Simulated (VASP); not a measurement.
A run of VASP 6.6.1 is set up as follows.

INCAR

```
SYSTEM = Mo2C
PREC = Accurate ; ENCUT = 600
EDIFF = 1E-7 ; ISMEAR = 0
SIGMA = 0.1 ; LREAL = .FALSE.
LASPH = .TRUE. ; NELM = 100
ALGO = Normal ; ISIF = 3
LWAVE = .FALSE. ; LCHARG = .FALSE.
GGA = CA ; IBRION = 2
NSW = 100 ; EDIFFG = -0.005
```

The input KPOINTS:

```
Automatic mesh
0
G
  18 18 10
  0 0 0
```

POSCAR

```
Mo2C
1.0
    3.0181826654      0.0000000000      0.0000000000
   -1.5090913327      2.6138228615      0.0000000000
    0.0000000000      0.0000000000      4.5965537493
Mo C
2 1
Direct
    0.3333333333      0.6666666667      0.2499126639
    0.6666666667      0.3333333333      0.7500873361
    0.0000000000      0.0000000000      0.5000000000
```

Potentials or basis: VASP PAW LDA potentials, release 64 (Mo_sv, C).

Launch:

```bash
$ cat potpaw_LDA.64/Mo_sv/POTCAR potpaw_LDA.64/C/POTCAR > POTCAR
$ mpirun -np 1 vasp_std > vasp.out
```

Q: What does it give for the relaxed cell?

A: a = 3.019 Å, b = 3.019 Å, c = 4.602 Å, α = 90.00°, β = 90.00°, γ = 120.00°.

Q: What does it give for the space group after relaxing (to 0.05 Å)?

A: P-3m1 (No. 164).

Final structure:
```cif
data_structure
_symmetry_space_group_name_H-M 'P 1'
_symmetry_Int_Tables_number 1
_cell_length_a 3.0191
_cell_length_b 3.0191
_cell_length_c 4.6019
_cell_angle_alpha 90.000
_cell_angle_beta 90.000
_cell_angle_gamma 120.000
_cell_volume 36.33
loop_
_atom_site_label
_atom_site_type_symbol
_atom_site_fract_x
_atom_site_fract_y
_atom_site_fract_z
_atom_site_occupancy
Mo1 Mo 0.33333 0.66667 0.24872 1
Mo2 Mo 0.66667 0.33333 0.75128 1
C1 C 0.00000 0.00000 0.50000 1
```
